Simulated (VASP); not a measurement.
Runs of VASP 6.6.1 on Al2O3. The structure is that of space group P-3m1 (No. 164), or close to it. The cells are those of the table. 

```tsv
cell	gap on the mesh (eV)	pressure (GPa)	largest force (eV/Å)
a = 3.228, b = 3.228, c = 6.419 Å, angles 90.0, 90.0, 120.0°, 5 atoms	3.03	22.5	13.97
a = 2.903, b = 2.903, c = 7.938 Å, angles 90.0, 90.0, 120.0°, 5 atoms	1.33	-0.3	2.84
a = 2.820, b = 2.820, c = 8.412 Å, angles 90.0, 90.0, 120.0°, 5 atoms	0.24	3.3	4.43
a = 3.163, b = 3.163, c = 6.684 Å, angles 90.0, 90.0, 120.0°, 5 atoms	3.42	(a)	8.91
a = 2.745, b = 2.745, c = 8.873 Å, angles 90.0, 90.0, 120.0°, 5 atoms	none	9.9	5.03
a = 3.081, b = 3.081, c = 7.046 Å, angles 90.0, 90.0, 120.0°, 5 atoms	3.22	4.5	3.85
a = 2.948, b = 2.948, c = 7.695 Å, angles 90.0, 90.0, 120.0°, 5 atoms	1.88	-0.8	1.59
a = 3.037, b = 3.037, c = 7.249 Å, angles 90.0, 90.0, 120.0°, 5 atoms	2.82	1.7	(b)
```

Alike in all rows: task single point; level PBE+D3(BJ); potentials or basis VASP PAW PBE potentials, release 64 (Al, O); no spin polarisation; k mesh 12 × 12 × 4; cutoff (eV) 520; smearing gaussian 0.05 eV.

**Question.** Estimate the missing entries.

**Answer.** (a) 13.0; (b) 1.74.

Caveats: forces of over 1 eV/Å act on the atoms, so gaps and moduli don't describe the material at rest; pairwise dispersion overbinds metals, which lowers pressure and volume (some runs).

A k mesh can miss the band edges.

A gap of «none» marks levels without a gap at the run's occupations.
